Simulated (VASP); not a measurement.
# Cr (I4/mmm) in VASP: notebook

Runs on Cr. Level: PBEsol. Tasks: single point.

Everything below comes from runs of VASP 6.6.1. Logs are shortened: lines on timing, memory, paths and dates and some standing lists are left out, and cuts for length are marked.

### Step 1. The cell of the first run

It takes space group I4/mmm (No. 139, tetragonal). Conventional cell: a = 2.812 Å, b = 2.812 Å, c = 2.884 Å, α = 90.00°, β = 90.00°, γ = 90.00°. Cr (site symmetry 4/mmm) has 14 Cr at 2.46 to 2.88 Å within 3.2 Å.

### Step 2. Single point, PBEsol (strain -0.025 along x and y, +0.000 along z)

INCAR

```
ALGO = Fast
EDIFF = 1E-6
ENCUT = 520
GGA = PS
ISIF = 2
ISMEAR = 0
LASPH = T
LCHARG = F
LREAL = F
LWAVE = F
NBANDS = 12
NELM = 100
PREC = Accurate
SIGMA = 0.15
```

KPOINTS

```
k-points
0
Gamma
  24 24 24
```

POSCAR

```
Cr
1.0
   -1.4059012500      1.4059012500      1.4419500000
    1.4059012500     -1.4059012500      1.4419500000
    1.4059012500      1.4059012500     -1.4419500000
Cr
1
Direct
    0.0000000000      0.0000000000      0.0000000000
```

Potentials or basis: VASP PAW PBE potentials, release 64 (Cr_pv).

The run is started by

```bash
cat potpaw_PBE.64/Cr_pv/POTCAR > POTCAR
mpirun -np 1 vasp_std > vasp.out
```

OUTCAR:

```text
EDIFF = 1E-6
   ENCUT = 520
   GGA = PS
   ISIF = 2
   ISMEAR = 0
   LASPH = T
   LREAL = F
   NELM = 100
   PREC = Accurate

 ion  position               nearest neighbor table
   1  0.000  0.000  0.000-

  LATTYP: Found a body centered tetragonal cell.
 ALAT       =     2.8118025000
 C/A-ratio  =     1.0256410256

  Lattice vectors:

 A1 = (  -1.4059012500,   1.4059012500,   1.4419500000)
 A2 = (   1.4059012500,  -1.4059012500,   1.4419500000)
 A3 = (   1.4059012500,   1.4059012500,  -1.4419500000)

Analysis of symmetry for initial positions (statically):
=====================================================================
 Subroutine PRICEL returns:
 Original cell was already a primitive cell.

 Routine SETGRP: Setting up the symmetry group for a
 body centered tetragonal supercell.

 Subroutine GETGRP returns: Found 16 space group operations
 (whereof 16 operations were pure point group operations)
 out of a pool of 16 trial point group operations.

The static configuration has the point symmetry D_4h.

Analysis of symmetry for dynamics (positions and initial velocities):
=====================================================================
 Subroutine PRICEL returns:
 Original cell was already a primitive cell.

 Routine SETGRP: Setting up the symmetry group for a
 body centered tetragonal supercell.

 Subroutine GETGRP returns: Found 16 space group operations
 (whereof 16 operations were pure point group operations)
 out of a pool of 16 trial point group operations.

The dynamic configuration has the point symmetry D_4h.

 Subroutine INISYM returns: Found 16 space group operations
 (whereof 16 operations are pure point group operations),
 and found     1 'primitive' translations

----------------------------------------------------------------------------------------

                                     Primitive cell

  volume of cell :      11.4004

  direct lattice vectors                    reciprocal lattice vectors
    -1.405901250  1.405901250  1.441950000     0.000000000  0.355643755  0.346752661
     1.405901250 -1.405901250  1.441950000     0.355643755  0.000000000  0.346752661
     1.405901250  1.405901250 -1.441950000     0.355643755  0.355643755  0.000000000

  length of vectors
     2.456081524  2.456081524  2.456081524     0.496709058  0.496709058  0.502956222

  position of ions in fractional coordinates (direct lattice)
     0.000000000  0.000000000  0.000000000

  ion indices of the primitive-cell ions
   primitive index   ion index
                 1           1

----------------------------------------------------------------------------------------

 KPOINTS: k-points

Automatic generation of k-mesh.
 Grid dimensions read from file:
 generate k-points for:   24   24   24

 Generating k-lattice:

  Cartesian coordinates                     Fractional coordinates (reciprocal lattice)
     0.000000000  0.014818490  0.014448028     0.041666667  0.000000000 -0.000000000
     0.014818490  0.000000000  0.014448028     0.000000000  0.041666667 -0.000000000
     0.014818490  0.014818490  0.000000000     0.000000000  0.000000000  0.041666667

  Length of vectors
     0.020696211  0.020696211  0.020956509

  Shift w.r.t. Gamma in fractional coordinates (k-lattice)
     0.000000000  0.000000000  0.000000000

 Subroutine IBZKPT returns following result:
 ===========================================

 Found   1063 irreducible k-points:

 Following reciprocal coordinates:
            Coordinates               Weight
  0.000000  0.000000  0.000000      1.000000
  0.041667  0.000000 -0.000000      8.000000
  0.083333  0.000000  0.000000      8.000000
  0.125000  0.000000  0.000000      8.000000
  0.166667  0.000000  0.000000      8.000000
  0.208333  0.000000  0.000000      8.000000
[... 16 lines left out ...]
  0.416667  0.041667  0.000000     16.000000
  0.458333  0.041667  0.000000     16.000000
 [... further k-points ...]
   k-points           NKPTS =   1063   k-points in BZ     NKDIM =   1063   number of bands    NBANDS=     12
   number of dos      NEDOS =    301   number of ions     NIONS =      1
   total plane-waves  NPLWV =   5832
   dimension x,y,z NGX =    18 NGY =   18 NGZ =   18
   dimension x,y,z NGXF=    36 NGYF=   36 NGZF=   36
   ions per type =               1
   NGX,Y,Z   is equivalent  to a cutoff of  12.18, 12.18, 12.18 a.u.
   NGXF,Y,Z  is equivalent  to a cutoff of  24.37, 24.37, 24.37 a.u.
 SYSTEM =  unknown system
   PREC   = accura    normal or accurate (medium, high low for compatibility)
   ISTART =      0    job   : 0-new  1-cont  2-samecut
   ICHARG =      2    charge: 1-file 2-atom 10-const
   ISPIN  =      1    spin polarized calculation?
   LNONCOLLINEAR =      F non collinear calculations
   LSORBIT =      F    spin-orbit coupling
   LASPH  =      T    aspherical Exc in radial PAW
   ENCUT  =  520.0 eV  38.22 Ry    6.18 a.u.   4.57  4.57  4.57*2*pi/ulx,y,z
   NELM   =    100;   NELMIN=  2; NELMDL= -5     # of ELM steps
   EDIFF  = 0.1E-05   stopping-criterion for ELM
   LREAL  =      F    real-space projection
   EDIFFG = 0.1E-04   stopping-criterion for IOM
   NSW    =      0    number of steps for IOM
   IBRION =     -1    ionic relax: 0-MD 1-quasi-New 2-CG
   NFREE  =      0    steps in history (QN), initial steepest desc. (CG)
   ISIF   =      2    stress and relaxation
   ISYM   =      2    0-nonsym 1-usesym 2-fastsym
   POTIM  = 0.5000    time-step for ionic-motion
   TEBEG  =    0.0;   TEEND  =   0.0 temperature during run
   PSTRESS=    0.0 pullay stress
   NELECT =      12.0000    total number of electrons
   NUPDOWN=      -1.0000    fix difference up-down
   EMIN   =  10.00;   EMAX   =-10.00  energy-range for DOS
   EFERMI =   0.00;   METHOD = LEGACY
   ISMEAR =     0;   SIGMA  =   0.15  broadening in eV -4-tet -1-fermi 0-gaus
   EFERMI_NEDOS =   21; number of points for ismear=-14 and -15
   IALGO  =     68    algorithm
   IMIX   =      4    mixing-type and parameters
     AMIX     =   0.40;   BMIX     =  1.00
     AMIX_MAG =   1.60;   BMIX_MAG =  1.00
  volume/ion in A,a.u.               =      11.40        76.93
  Fermi-wavevector in a.u.,A,eV,Ry     =   1.665311  3.146981 37.732495  2.773260
  Thomas-Fermi vector in A             =   2.751703
   LORBIT       =      0    0 simple, 1 ext, 2 COOP (PROOUT), +10 PAW based schemes
   GGA     = PS    functional components
   LHFCALC =     F    Hartree Fock is set to
   AEXX    =    0.0000 exact exchange contribution
   IVDW    =     0    specifies the selected vdW correction
   LEPSILON=     F    determine dielectric tensor
   LRPA    =     F    only Hartree local field effects (RPA)
 non-spin polarized calculation
 RMM-DIIS sequential band-by-band and
 Gauss-broadening in eV      SIGMA  =   0.15
  energy-cutoff  :      520.00
  volume of cell :       11.40
 maximum number of plane-waves:       329
   NGX =  9   NGY =  9   NGZ =  9

 number of electron      12.0000000 magnetization

 Free energy of the ion-electron system (eV)
  ---------------------------------------------------
  ext. energy  EPLUGINS =         0.00000000
  ---------------------------------------------------
  free energy    TOTEN  =       -10.23587132 eV

  energy without entropy =      -10.22863958  energy(sigma->0) =      -10.23225545

 E-fermi :  11.0246     XC(G=0): -13.9111

 val. band max:       11.0238171515   @ k =  -0.2083  -0.2917   0.1667
 cond. band min:      11.0299270266   @ k =  -0.2917   0.3333   0.2500
 fundamental gap:      0.0061098751
 Fermi energy:        11.0246151512

 k-point     1 :       0.0000    0.0000    0.0000
  band No.  band energies     occupation
      1     -31.5604      2.00000
      2     -31.5499      2.00000
      3     -31.5499      2.00000
      4       3.0809      2.00000
      5      10.0188      2.00000
      6      10.0188      2.00000
      7      10.2269      2.00000
      8      12.0296      0.00000
      9      12.2485      0.00000
     10      18.1024      0.00000
     11      33.0297      0.00000
     12      33.6007      0.00000

 k-point     2 :       0.0417    0.0000   -0.0000
  band No.  band energies     occupation
      1     -31.5738      2.00000
      2     -31.5550      2.00000
      3     -31.5538      2.00000
      4       3.1580      2.00000
      5      10.0153      2.00000
      6      10.0245      2.00000
      7      10.2442      2.00000
      8      12.0040      0.00000
      9      12.2396      0.00000
     10      18.1023      0.00000
     11      32.9464      0.00000
     12      33.5008      0.00000

 k-point     3 :       0.0833    0.0000    0.0000
  band No.  band energies     occupation
      1     -31.6233      2.00000
      2     -31.5700      2.00000
      3     -31.5549      2.00000
      4       3.3857      2.00000
      5       9.9813      2.00000
      6       9.9996      2.00000
      7      10.3571      2.00000
      8      11.9290      0.00000
      9      12.2249      0.00000
     10      18.1023      0.00000
     11      32.5704      0.00000
     12      33.2925      0.00000
[... 286 lines left out ...]
 k-point    23 :       0.4167    0.0417    0.0000
  band No.  band energies     occupation
      1     -32.4829      2.00000
      2     -31.8396      2.00000
      3     -31.5635      2.00000
      4       6.5549      2.00000
      5       8.6499      2.00000
      6      11.3395      0.00299
      7      12.0435      0.00000
      8      12.5852      0.00000
      9      13.8836      0.00000
     10      18.1005      0.00000
     11      21.7004      0.00000
     12      28.4400      0.00000

 k-point    24 :       0.4583    0.0417    0.0000
  band No.  band energies     occupation
      1     -32.5138      2.00000
      2     -31.8496      2.00000
      3     -31.5638      2.00000
      4       6.5482      2.00000
      5       8.6035      2.00000
      6      11.6757      0.00000
      7      12.0432      0.00000
      8      12.6756      0.00000
      9      14.0742      0.00000
     10      18.0999      0.00000
     11      21.0832      0.00000
     12      28.2607      0.00000

 [... further k-points ...]
[... 5 lines left out ...]
  --------------------------------------------------------------------------------------
  -------------------------------------------------------------------------------------
  Total       -0.2239565     -0.2239565     -0.8672473      0.0000000     -0.0000000      0.0000000
  in kB      -31.4741811    -31.4741811   -121.8803571      0.0000000     -0.0000000      0.0000000
  external PRESSURE =     -61.6095731 kB  Pullay stress =       0.0000000 kB

 VOLUME and BASIS-vectors are now :
 -----------------------------------------------------------------------------
  energy-cutoff  :      520.00
  volume of cell :       11.40
      direct lattice vectors                 reciprocal lattice vectors
    -1.405901250  1.405901250  1.441950000     0.000000000  0.355643755  0.346752661
     1.405901250 -1.405901250  1.441950000     0.355643755  0.000000000  0.346752661
     1.405901250  1.405901250 -1.441950000     0.355643755  0.355643755  0.000000000

 POSITION                                       TOTAL-FORCE (eV/Angst)
 -----------------------------------------------------------------------------------
      0.00000      0.00000      0.00000         0.000000      0.000000     -0.000000
 -----------------------------------------------------------------------------------
    total drift:                                0.000000      0.000000      0.000000

  FREE ENERGIE OF THE ION-ELECTRON SYSTEM (eV)
  ---------------------------------------------------
  free  energy   TOTEN  =       -10.2358713215 eV

  energy  without entropy=      -10.2286395778  energy(sigma->0) =      -10.23225545
```

Run time: 1.9 min. Hardware: 1 thread of Intel Xeon Platinum 8375C at 2.90GHz (Ice Lake), shared host; peak memory 0.24 GiB.

Results:

| Item | Value |
| --- | --- |
| Free energy | -10.2359 eV |
| Pressure | -6.2 GPa |
| Band gap on the k mesh | zero (band 6 reaches 13.49 eV, above the bottom of band 7 at 10.21 eV) |

Stress tensor (GPa, compression positive):
```
 -3.15   0.00   0.00
  0.00  -3.15   0.00
  0.00   0.00 -12.19
```

Caveat: the cell differs from its parent crystal (strain -0.025 along x and y, +0.000 along z); the PAW data sets were made with another functional, which shifts forces and pressure a little; the run has no spin polarisation, though such a crystal can be magnetic.

### Step 3. Single point, PBEsol (strain +0.000 along x and y, -0.025 along z)

INCAR

```
ALGO     = Fast           # electronic algorithm
EDIFF    = 1E-6           # SCF threshold, eV
ENCUT    = 520            # plane-wave cutoff, eV
GGA      = PS             # functional
ISIF     = 2              # what is computed and relaxed
ISMEAR   = 0              # smearing method
LASPH    = True           # aspherical terms in the spheres
LCHARG   = False          # write CHGCAR
LREAL    = False          # projectors in reciprocal space
LWAVE    = False          # write WAVECAR
NBANDS   = 12             # bands
NELM     = 80             # most SCF steps
PREC     = Accurate       # precision mode
SIGMA    = 0.15           # smearing width, eV
```

KPOINTS is that of step 2.

POSCAR

```
Cr
1.0
   -1.4419500000      1.4419500000      1.4059012500
    1.4419500000     -1.4419500000      1.4059012500
    1.4419500000      1.4419500000     -1.4059012500
Cr
1
Direct
    0.0000000000      0.0000000000      0.0000000000
```

Potentials or basis: VASP PAW PBE potentials, release 64 (Cr_pv).

The run is started by

```bash
cat potpaw_PBE.64/Cr_pv/POTCAR > POTCAR
mpirun -np 1 vasp_std > vasp.out
```

Run time: 1.8 min. Hardware: 1 thread of Intel Xeon Platinum 8375C at 2.90GHz (Ice Lake), shared host; peak memory 0.24 GiB.

The run converged. Its results:

- Free energy: -10.2183 eV
- Pressure: -12.4 GPa
- Band gap on the k mesh: zero (band 6 reaches 13.06 eV, above the bottom of band 7 at 9.81 eV)

Stress tensor (GPa, compression positive):
```
-15.35   0.00   0.00
  0.00 -15.35   0.00
  0.00   0.00  -6.56
```

Levels at points of the mesh, in eV from the Fermi level:
| k point | band 4 | band 5 | band 6 | band 7 | band 8 | band 9 |
| --- | --- | --- | --- | --- | --- | --- |
| (0.00, 0.00, 0.00) | -7.85 | -1.04 | -0.83 | -0.83 | 0.97 | 1.19 |
| (0.50, 0.00, 0.00) | -4.41 | -2.51 | 1.13 | 1.15 | 1.50 | 2.81 |
| (0.50, 0.50, 0.00) | -4.39 | -2.26 | 0.91 | 0.95 | 1.35 | 2.78 |
| (0.50, 0.50, 0.50) | -4.32 | -4.24 | 2.40 | 2.40 | 2.45 | 7.06 |

Caveat: the cell differs from its parent crystal (strain +0.000 along x and y, -0.025 along z); the PAW data sets were made with another functional, which shifts forces and pressure a little; the run has no spin polarisation, though such a crystal can be magnetic. Spin polarisation is off, so any magnetic state and its effect on volume and gap are missing.

### Step 4. Single point, PBEsol (strain -0.025 along x and y, +0.025 along z)

INCAR

```
PREC = Accurate
ENCUT = 520
EDIFF = 1E-6
ISMEAR = 0
SIGMA = 0.15
LREAL = F
LASPH = T
NELM = 80
ALGO = Fast
ISIF = 2
LWAVE = F
LCHARG = F
GGA = PS
NBANDS = 12
```

KPOINTS

```
Automatic mesh
0
Gamma
  24 24 24
```

POSCAR

```
Cr
1.0
   -1.4059012500      1.4059012500      1.4779987500
    1.4059012500     -1.4059012500      1.4779987500
    1.4059012500      1.4059012500     -1.4779987500
Cr
1
Direct
    0.0000000000      0.0000000000      0.0000000000
```

The run is started by

```bash
cat potpaw_PBE.64/Cr_pv/POTCAR > POTCAR
mpirun -np 1 vasp_std > vasp.out
```

Wall time 2.3 min (1 thread of Intel Xeon Platinum 8375C at 2.90GHz (Ice Lake), shared host); peak memory 0.24 GiB.

It converged, with:

- Free energy: -10.2041 eV
- Pressure: -12.0 GPa
- Band gap on the k mesh: zero (band 6 reaches 13.03 eV, above the bottom of band 7 at 9.99 eV)

Stress tensor (GPa, compression positive):
```
 -6.58   0.00   0.00
  0.00  -6.58   0.00
  0.00   0.00 -22.80
```

Levels at points of the mesh, in eV from the Fermi level:
```tsv
k point	band 4	band 5	band 6	band 7	band 8	band 9
(0.00, 0.00, 0.00)	-7.85	-1.01	-1.01	-0.63	0.87	1.28
(0.50, 0.00, 0.00)	-4.38	-2.26	0.85	0.93	1.46	2.77
(0.50, 0.50, 0.00)	-4.43	-2.73	1.38	1.38	1.57	2.84
(0.50, 0.50, 0.50)	-4.36	-4.20	2.36	2.46	2.46	7.07
```

Caveat: the cell differs from its parent crystal (strain -0.025 along x and y, +0.025 along z); the PAW data sets were made with another functional, which shifts forces and pressure a little; the run has no spin polarisation, though such a crystal can be magnetic. Spin polarisation is off, so any magnetic state and its effect on volume and gap are missing.

### Step 5. Summary

| cell | gap on the mesh (eV) | pressure (GPa) |
| --- | --- | --- |
| a = 2.456 Å, angles 110.2, 110.2, 108.1°, 1 atom | none | -6.2 |
| a = 2.477 Å, angles 108.8, 108.8, 110.8°, 1 atom | none | -12.4 |
| a = 2.477 Å, angles 110.8, 110.8, 106.7°, 1 atom | none | -12.0 |

Alike in all rows: task single point; level PBEsol; potentials or basis VASP PAW PBE potentials, release 64 (Cr_pv); no spin polarisation; k mesh 24 × 24 × 24; cutoff (eV) 520; smearing gaussian 0.15 eV.

Caveats: the PAW data sets were made with another functional, which shifts forces and pressure a little; the run has no spin polarisation, though such a crystal can be magnetic.

Total energies depend on the potentials used, so only differences within one code and one set of settings carry meaning.
